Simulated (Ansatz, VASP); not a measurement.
One calculation of Ru, two programs

```
CELL_PARAMETERS angstrom
2.70580 0.00000 0.00000
-1.35290 2.34329 0.00000
0.00000 0.00000 23.56380
ATOMIC_POSITIONS crystal
Ru 0.33333 0.66667 0.31828
Ru 0.66667 0.33333 0.40914
Ru 0.33333 0.66667 0.50000
Ru 0.66667 0.33333 0.59086
Ru 0.33333 0.66667 0.68172
```

Alike in both runs: task single point; functional PBE; k mesh 11 × 11 × 1; occupations fermi-dirac, width 0.05 eV; no spin polarisation.

|  | VASP | Ansatz |
| --- | --- | --- |
| version | VASP 6.6.1 | Ansatz 0.2.0 |
| potentials or method | VASP PAW PBE potentials, release 64 (Ru_pv) | Ansatz PAW |
| plane-wave cutoff (eV) | 520 | 420 |
| valence electrons in the cell | 70 | 80 |

```csv
,VASP,Ansatz,Ansatz less VASP
gap on the k mesh at the Fermi level (eV),none,none,-
rms of the force components (eV/Å),0.336,0.338,+0.0020
"work function, face that differs most (eV)",5.06,5.06,+0.003
```

Atom by atom the forces differ by 0.003 eV/Å (rms over components). A gap of «none» marks a metal or a gap that the smearing closes. With one functional, cell and mesh, what is left measures potentials, basis and numerics. VASP's potentials hold 70 valence electrons a cell and Ansatz's 80, so a difference there can come from the potentials and not from the codes.
